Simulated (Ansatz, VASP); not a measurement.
Two plane-wave programs on K

```
K
1.0
     0.00000    4.58452    4.58452
     4.58452    0.00000    4.58452
     4.58452    4.58452    0.00000
K
2
Direct
  0.12500 0.12500 0.12500
  0.87500 0.87500 0.87500
```

Alike in both runs: task single point; functional PBEsol; k mesh 7 × 7 × 7; occupations fermi-dirac, width 0.1 eV; no spin polarisation.

```csv
,VASP,Ansatz
version,VASP 6.6.1,Ansatz 0.2.0
potentials or method,"VASP PAW PBE potentials, release 64 (K_sv), cutoff 520 eV","plane waves (420 eV) with PAW, scalar-relativistic"
valence electrons in the cell,18,18
```

|  | VASP | Ansatz | Ansatz less VASP |
| --- | --- | --- | --- |
| pressure (GPa) | 0.1 | 0.1 | +0.01 |

VASP's potentials were made for PBE, not for PBEsol, and Ansatz warns of the same on its side.
